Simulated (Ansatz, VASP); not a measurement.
Two plane-wave programs on As

```
As
1.0
     1.88080    1.08588    3.51406
    -1.88080    1.08588    3.51406
     0.00000   -2.17176    3.51406
As
2
Direct
  0.22600 0.22600 0.22600
  0.77400 0.77400 0.77400
```

Alike in both runs: functional BLYP; k mesh 9 × 9 × 9; occupations fermi-dirac, width 0.05 eV; no spin polarisation.

```csv
,VASP,Ansatz
version,VASP 6.6.1,Ansatz 0.2.0
potentials or method,"VASP PAW PBE potentials, release 64 (As)",Ansatz PAW
plane-wave cutoff (eV),520,420
valence electrons in the cell,10,30
task,single point,band structure
```

|  | VASP | Ansatz | Ansatz less VASP |
| --- | --- | --- | --- |
| gap on the k mesh at the Fermi level (eV) | none | none | - |
| pressure (GPa) | 9.6 | 9.0 | -0.56 |
| traceless stress, the component that is largest in VASP (GPa) | -0.50 | -0.33 | +0.167 |
| rms of the force components (eV/Å) | 0.298 | 0.251 | -0.0470 |

VASP's potentials were made for PBE, not for BLYP. Atom by atom the forces differ by 0.047 eV/Å (rms over components). A gap of «none» marks a metal or a gap that the smearing closes. VASP's potentials hold 10 valence electrons a cell and Ansatz's 30, so a difference there can come from the potentials and not from the codes.
